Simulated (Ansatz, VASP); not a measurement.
WS2: VASP beside Ansatz

Contents of INCAR:

```
SYSTEM = WS2
PREC     = Accurate       ! precision mode
ENCUT    = 520            ! plane-wave cutoff, eV
EDIFF    = 1E-7           ! SCF threshold, eV
ISMEAR   = 0              ! smearing method
SIGMA    = 0.05           ! smearing width, eV
LREAL    = .FALSE.        ! projectors in reciprocal space
LASPH    = .TRUE.         ! aspherical terms in the spheres
NELM     = 60             ! most SCF steps
ALGO     = Normal         ! electronic algorithm
ISIF     = 2              ! what is computed and relaxed
LWAVE    = .FALSE.        ! write WAVECAR
LCHARG   = .TRUE.         ! write CHGCAR
GGA      = PS             ! functional
IVDW     = 12             ! dispersion correction
LELF     = .TRUE.         ! ELF
LVHAR    = .TRUE.       
NBANDS   = 35             ! bands
```

The input KPOINTS:

```
Automatic mesh
0
G
  12 12 4
  0 0 0
```

POSCAR

```
WS2
1.0
    3.1147273971      0.0000000000      0.0000000000
   -1.5573636985      2.6974330517      0.0000000000
    0.0000000000      0.0000000000     11.7722466704
W S
2 4
Direct
    0.3333333333      0.6666666667      0.2500000000
    0.6666666667      0.3333333333      0.7500000000
    0.4728841727      0.7364420863      0.5884983373
    0.8062175060      0.4031087530      0.0884983373
    0.4728841727      0.7364420863      0.8555919549
    0.8062175060      0.4031087530      0.3555919549
```

Input for Ansatz:

```yaml
crystal:
  lattice:
    - [3.1147273971, 0.0, 0.0]
    - [-1.5573636985, 2.6974330517, 0.0]
    - [0.0, 0.0, 11.7722466704]
  atoms:
    - { symbol: W, position: [0.3333333333, 0.6666666667, 0.25] }
    - { symbol: W, position: [0.6666666667, 0.3333333333, 0.75] }
    - { symbol: S, position: [0.4728841727, 0.7364420863, 0.5884983373] }
    - { symbol: S, position: [0.806217506, 0.403108753, 0.0884983373] }
    - { symbol: S, position: [0.4728841727, 0.7364420863, 0.8555919549] }
    - { symbol: S, position: [0.806217506, 0.403108753, 0.3555919549] }
basis:
  ecutwfc: 420
kpoints:
  mp_grid: { grid: [12, 12, 4] }
hamiltonian:
  xc: pbesol
  dispersion: d3bj
scf:
  occupations: { method: gaussian, width: 0.05 }
output:
  forces: true
  stress: true
  eigenvalues: true
```

Change from the starting cell: all S atoms moved -0.500 Å, as atom 3 towards its neighbour atom 2 (W) at 2.389 Å.

Alike in both runs: task single point; functional PBEsol; dispersion D3(BJ); k mesh 12 × 12 × 4; occupations gaussian, width 0.05 eV; no spin polarisation.

|  | VASP | Ansatz |
| --- | --- | --- |
| version | VASP 6.6.1 | Ansatz 0.2.0 |
| potentials or method | VASP PAW PBE potentials, release 64 (W_sv, S), cutoff 520 eV | scalar-relativistic, plane waves, PAW |
| valence electrons in the cell | 52 | 52 |

```csv
,VASP,Ansatz,Ansatz less VASP
gap on the k mesh at the Fermi level (eV),none,none,-
pressure (GPa),24.3,24.2,-0.09
"traceless stress, the component that is largest in VASP (GPa)",-21.33,-21.49,-0.156
rms of the force components (eV/Å),7.058,7.058,+0.0001
```

VASP's potentials were made for PBE, not for PBEsol. Atom by atom the forces differ by 0.032 eV/Å (rms over components). A gap of «none» marks a metal or a gap that the smearing closes.

Neither program's run includes spin-orbit coupling.
